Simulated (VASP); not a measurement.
# CsCl (Pm-3m) in VASP: further runs

The runs below take CsCl through single point, with r2SCAN, HSE06, PBE0.

Everything below comes from runs of VASP 6.6.1. Logs are shortened: lines on timing, memory, paths and dates and some standing lists are left out, and cuts for length are marked.

## (1) The cell of the first run

Symmetry: Pm-3m, No. 221, cubic system. The conventional cell has a = 4.141 Å, b = 4.141 Å, c = 4.141 Å, α = 90.00°, β = 90.00°, γ = 90.00°. Cs (site symmetry m-3m) has 8 Cl at 3.59 Å and 6 Cs at 4.14 Å within 4.7 Å. Within 4.7 Å of Cl (site symmetry m-3m) lie 8 Cs at 3.59 Å and 6 Cl at 4.14 Å.

## (2) Single point, r2SCAN

Contents of POSCAR:

```
CsCl
1.0
    4.1406759133      0.0000000000      0.0000000000
    0.0000000000      4.1406759133      0.0000000000
    0.0000000000      0.0000000000      4.1406759133
Cs Cl
1 1
Direct
    0.0000000000      0.0000000000      0.0000000000
    0.5000000000      0.5000000000      0.5000000000
```

Contents of INCAR.step1:

```
SYSTEM = CsCl
  PREC = Accurate
  ENCUT = 550
  ISMEAR = 0
  SIGMA = 0.01
  LREAL = .False.
  LASPH = .True.
  NELM = 120
  NBANDS = 15
  GGA = PE
  ALGO = Normal
  EDIFF = 1E-5
  LWAVE = .True.
  LCHARG = .False.
  GGA_COMPAT = .False.
```

Contents of INCAR.step2:

```
SYSTEM = CsCl
  PREC = Accurate
  ENCUT = 550
  EDIFF = 1E-6
  ISMEAR = 0
  SIGMA = 0.01
  LREAL = .False.
  LASPH = .True.
  NELM = 120
  ALGO = Normal
  ISIF = 2
  LWAVE = .False.
  LCHARG = .False.
  METAGGA = R2SCAN
  LMIXTAU = .True.
  NBANDS = 15
  ISTART = 1
  GGA_COMPAT = .False.
```

Contents of KPOINTS:

```
Automatic mesh
0
Gamma
  4 4 4
  0 0 0
```

Potentials or basis: VASP PAW PBE potentials, release 64 (Cs_sv, Cl).

Run with:

```console
$ cat potpaw_PBE.64/Cs_sv/POTCAR potpaw_PBE.64/Cl/POTCAR > POTCAR
$ cp INCAR.step1 INCAR
$ mpirun -np 1 vasp_std > vasp.out
$ cp INCAR.step2 INCAR
$ mpirun -np 1 vasp_std > vasp.out
```

OUTCAR:

```text
SYSTEM = CsCl
   PREC = Accurate
   ENCUT = 550
   EDIFF = 1E-6
   ISMEAR = 0
   LREAL = .False.
   LASPH = .True.
   NELM = 120
   ISIF = 2
   METAGGA = R2SCAN
   ISTART = 1

 ion  position               nearest neighbor table
   1  0.000  0.000  0.000-
   2  0.500  0.500  0.500-

  LATTYP: Found a simple cubic cell.
 ALAT       =     4.1406759133

  Lattice vectors:

 A1 = (   4.1406759133,   0.0000000000,   0.0000000000)
 A2 = (   0.0000000000,   4.1406759133,   0.0000000000)
 A3 = (   0.0000000000,   0.0000000000,   4.1406759133)

Analysis of symmetry for initial positions (statically):
=====================================================================
 Subroutine PRICEL returns:
 Original cell was already a primitive cell.

 Routine SETGRP: Setting up the symmetry group for a
 simple cubic supercell.

 Subroutine GETGRP returns: Found 48 space group operations
 (whereof 48 operations were pure point group operations)
 out of a pool of 48 trial point group operations.

The static configuration has the point symmetry O_h .

Analysis of symmetry for dynamics (positions and initial velocities):
=====================================================================
 Subroutine PRICEL returns:
 Original cell was already a primitive cell.

 Routine SETGRP: Setting up the symmetry group for a
 simple cubic supercell.

 Subroutine GETGRP returns: Found 48 space group operations
 (whereof 48 operations were pure point group operations)
 out of a pool of 48 trial point group operations.

The dynamic configuration has the point symmetry O_h .

 Subroutine INISYM returns: Found 48 space group operations
 (whereof 48 operations are pure point group operations),
 and found     1 'primitive' translations

----------------------------------------------------------------------------------------

                                     Primitive cell

  volume of cell :      70.9927

  direct lattice vectors                    reciprocal lattice vectors
     4.140675913  0.000000000  0.000000000     0.241506464  0.000000000  0.000000000
     0.000000000  4.140675913  0.000000000     0.000000000  0.241506464  0.000000000
     0.000000000  0.000000000  4.140675913     0.000000000  0.000000000  0.241506464

  length of vectors
     4.140675913  4.140675913  4.140675913     0.241506464  0.241506464  0.241506464

  position of ions in fractional coordinates (direct lattice)
     0.000000000  0.000000000  0.000000000
     0.500000000  0.500000000  0.500000000

  ion indices of the primitive-cell ions
   primitive index   ion index
[... 71 lines left out ...]
   NUPDOWN=      -1.0000    fix difference up-down
   EMIN   =  10.00;   EMAX   =-10.00  energy-range for DOS
   EFERMI =   0.00;   METHOD = LEGACY
   ISMEAR =     0;   SIGMA  =   0.01  broadening in eV -4-tet -1-fermi 0-gaus
   EFERMI_NEDOS =   21; number of points for ismear=-14 and -15
   IALGO  =     38    algorithm
   IMIX   =      4    mixing-type and parameters
     AMIX     =   0.40;   BMIX     =  1.00
     AMIX_MAG =   1.60;   BMIX_MAG =  1.00
  volume/ion in A,a.u.               =      35.50       239.54
  Fermi-wavevector in a.u.,A,eV,Ry     =   0.996270  1.882677 13.504507  0.992553
  Thomas-Fermi vector in A             =   2.128347
   LORBIT       =      0    0 simple, 1 ext, 2 COOP (PROOUT), +10 PAW based schemes
   METAGGA = R2SCAN    functional components
   LHFCALC =     F    Hartree Fock is set to
   AEXX    =    0.0000 exact exchange contribution
   IVDW    =     0    specifies the selected vdW correction
   LEPSILON=     F    determine dielectric tensor
   LRPA    =     F    only Hartree local field effects (RPA)
 non-spin polarized calculation
 Gauss-broadening in eV      SIGMA  =   0.01
  energy-cutoff  :      550.00
  volume of cell :       70.99
 maximum number of plane-waves:      2103
 NGX is ok and might be reduce to    32
   NGX = 15   NGY = 15   NGZ = 15

 number of electron      16.0000001 magnetization

 Free energy of the ion-electron system (eV)
  ---------------------------------------------------
  ext. energy  EPLUGINS =         0.00000000
  ---------------------------------------------------
  free energy    TOTEN  =       -35.52485124 eV

  energy without entropy =      -35.52485124  energy(sigma->0) =      -35.52485124

 E-fermi :  -0.6594     XC(G=0):  -8.6106

 val. band max:       -0.7551175961   @ k =   0.0000   0.0000   0.0000
 cond. band min:       5.1540869841   @ k =   0.0000   0.0000   0.0000
 fundamental gap:      5.9092045802
 Fermi energy:        -0.6593515202

 k-point     1 :       0.0000    0.0000    0.0000
  band No.  band energies     occupation
      1     -20.6599      2.00000
      2     -13.4660      2.00000
      3      -6.7776      2.00000
      4      -6.7776      2.00000
      5      -6.7776      2.00000
      6      -0.7551      2.00000
      7      -0.7551      2.00000
      8      -0.7551      2.00000
      9       5.1541      0.00000
     10       5.1541      0.00000
     11       5.2387      0.00000
     12       9.9451      0.00000
     13       9.9451      0.00000
     14       9.9451      0.00000
[... 149 lines left out ...]
      2     -13.3039      2.00000
      3      -7.3003      2.00000
      4      -7.3003      2.00000
      5      -7.3003      2.00000
      6      -1.8237      2.00000
      7      -1.8237      2.00000
      8      -1.8237      2.00000
      9       8.3690      0.00000
     10       8.3690      0.00000
     11       8.3690      0.00000
     12      10.4846      0.00000
     13      10.4846      0.00000
     14      10.4846      0.00000
     15      12.2595      0.00000

------------------------ aborting loop because EDIFF is reached ----------------------------------------

  FORCE on cell =-STRESS in cart. coord.  units (eV):
  Direction    XX          YY          ZZ          XY          YZ          ZX
  --------------------------------------------------------------------------------------
  -------------------------------------------------------------------------------------
  Total        0.0164190      0.0164190      0.0164190      0.0000000      0.0000000     -0.0000000
  in kB        0.3705476      0.3705476      0.3705476      0.0000000      0.0000000     -0.0000000
  external PRESSURE =       0.3705476 kB  Pullay stress =       0.0000000 kB

 VOLUME and BASIS-vectors are now :
 -----------------------------------------------------------------------------
  energy-cutoff  :      550.00
  volume of cell :       70.99
      direct lattice vectors                 reciprocal lattice vectors
     4.140675913  0.000000000  0.000000000     0.241506464  0.000000000  0.000000000
     0.000000000  4.140675913  0.000000000     0.000000000  0.241506464  0.000000000
     0.000000000  0.000000000  4.140675913     0.000000000  0.000000000  0.241506464

 POSITION                                       TOTAL-FORCE (eV/Angst)
 -----------------------------------------------------------------------------------
      0.00000      0.00000      0.00000         0.000000      0.000000      0.000000
      2.07034      2.07034      2.07034         0.000000      0.000000      0.000000
 -----------------------------------------------------------------------------------
    total drift:                                0.000000      0.000000     -0.000000

  FREE ENERGIE OF THE ION-ELECTRON SYSTEM (eV)
  ---------------------------------------------------
  free  energy   TOTEN  =       -35.5248512413 eV

  energy  without entropy=      -35.5248512413  energy(sigma->0) =      -35.52485124
```

OUTCAR.step1:

```text
SYSTEM = CsCl
   PREC = Accurate
   ENCUT = 550
   ISMEAR = 0
   LREAL = .False.
   LASPH = .True.
[... 385 lines left out ...]
      0.00000      0.00000      0.00000         0.000000      0.000000      0.000000
      2.07034      2.07034      2.07034         0.000000      0.000000      0.000000
 -----------------------------------------------------------------------------------
    total drift:                                0.000000      0.000000     -0.000000

  FREE ENERGIE OF THE ION-ELECTRON SYSTEM (eV)
  ---------------------------------------------------
  free  energy   TOTEN  =        -6.5320159105 eV

  energy  without entropy=       -6.5320159105  energy(sigma->0) =       -6.53201591
```

OSZICAR.step1:

```text
N       E                     dE             d eps       ncg     rms          rms(c)
DAV:   1     0.908189541531E+02    0.90819E+02   -0.68501E+03   300   0.949E+02
DAV:   2     0.289424655349E+00   -0.90530E+02   -0.79646E+02   416   0.158E+02
DAV:   3    -0.688616957085E+01   -0.71756E+01   -0.71458E+01   405   0.492E+01
DAV:   4    -0.695071464274E+01   -0.64545E-01   -0.64539E-01   328   0.577E+00
DAV:   5    -0.695150225167E+01   -0.78761E-03   -0.78760E-03   419   0.634E-01    0.233E+00
DAV:   6    -0.657626427704E+01    0.37524E+00   -0.42660E-01   370   0.367E+00    0.167E+00
DAV:   7    -0.653119690870E+01    0.45067E-01   -0.14154E-01   384   0.203E+00    0.111E+00
DAV:   8    -0.653210651117E+01   -0.90960E-03   -0.18030E-02   328   0.852E-01    0.219E-01
DAV:   9    -0.653177436446E+01    0.33215E-03   -0.23036E-03   384   0.258E-01    0.103E-01
DAV:  10    -0.653200833832E+01   -0.23397E-03   -0.34839E-04   356   0.132E-01    0.126E-02
DAV:  11    -0.653201591054E+01   -0.75722E-05   -0.16948E-05   332   0.279E-02
   1 F= -.65320159E+01 E0= -.65320159E+01  d E =-.762256E-56
```

Run time: 28 s. Hardware: 1 thread of Intel Xeon Platinum 8259CL at 2.50GHz (Skylake/Cascade Lake), shared host; peak memory 0.18 GiB.

What came out:

| Item | Value |
| --- | --- |
| Free energy | -35.5249 eV |
| Pressure | 0.0 GPa |
| Band gap on the k mesh | 5.91 eV, direct |

Levels at points of the mesh, in eV from the valence-band top:
```tsv
k point	band 4	band 5	band 6	band 7	band 8	band 9	band 10	band 11	band 12	band 13
(0.00, 0.00, 0.00)	-6.02	-6.02	0.00	0.00	0.00	5.91	5.91	5.99	10.70	10.70
(0.50, 0.00, 0.00)	-5.88	-5.88	-1.12	-0.23	-0.23	6.94	8.24	9.57	9.89	10.16
(0.50, 0.50, 0.00)	-6.78	-5.80	-0.43	-0.43	-0.05	6.55	6.64	8.62	8.62	12.74
(0.50, 0.50, 0.50)	-6.55	-6.55	-1.07	-1.07	-1.07	9.12	9.12	9.12	11.24	11.24
```

Caveat: the PAW data sets were made with another functional, which shifts forces and pressure a little; spin-orbit coupling is left out, which moves the levels of the heavy elements. r2SCAN opens gaps a little over a GGA but as a rule still falls short of measured ones.

## (3) Single point, HSE06

POSCAR is that of step 2.

Contents of INCAR.step1:

```
PREC = Accurate
ENCUT = 400
EDIFF = 1E-5
ISMEAR = 0
SIGMA = 0.01
LREAL = F
LASPH = T
NELM = 120
ALGO = Normal
ISIF = 2
LWAVE = T
LCHARG = F
GGA = PE
NBANDS = 15
GGA_COMPAT = F
```

Contents of INCAR.step2:

```
PREC = Accurate
ENCUT = 400
EDIFF = 1E-6
ISMEAR = 0
SIGMA = 0.01
LREAL = F
LASPH = T
NELM = 120
ALGO = Normal
ISIF = 2
LWAVE = F
LCHARG = F
GGA = PE
LHFCALC = T
HFSCREEN = 0.2079
PRECFOCK = Normal
ISTART = 1
NBANDS = 15
GGA_COMPAT = F
```

Contents of KPOINTS:

```
regular mesh
0
Gamma
  4 4 4
```

Potentials or basis: VASP PAW PBE potentials, release 64 (Cs_sv, Cl).

Run with:

```console
$ cat potpaw_PBE.64/Cs_sv/POTCAR potpaw_PBE.64/Cl/POTCAR > POTCAR
$ cp INCAR.step1 INCAR
$ mpirun -np 1 vasp_std > vasp.out
$ cp INCAR.step2 INCAR
$ mpirun -np 1 vasp_std > vasp.out
```

Wall time 4.3 min (1 thread of Intel Xeon Platinum 8259CL at 2.50GHz (Skylake/Cascade Lake), shared host); peak memory 0.26 GiB.

The run converged. Its results:

```yaml
Free_energy: -7.6261 eV
Pressure: 0.4 GPa
Band_gap_on_the_k_mesh: 6.51 eV, direct
```

Levels at points of the mesh, in eV from the valence-band top:
```tsv
k point	band 6	band 7	band 8	band 9	band 10	band 11
(0.00, 0.00, 0.00)	0.00	0.00	0.00	6.51	6.68	6.68
(0.50, 0.00, 0.00)	-1.19	-0.24	-0.24	7.76	8.96	10.18
(0.50, 0.50, 0.00)	-0.45	-0.45	-0.06	7.25	7.33	9.38
(0.50, 0.50, 0.50)	-1.12	-1.12	-1.12	9.91	9.91	9.91
```

Caveat: the PAW data sets were made with another functional, which shifts forces and pressure a little; spin-orbit coupling is left out, which moves the levels of the heavy elements.

(Part 1 of 2 ends here.)
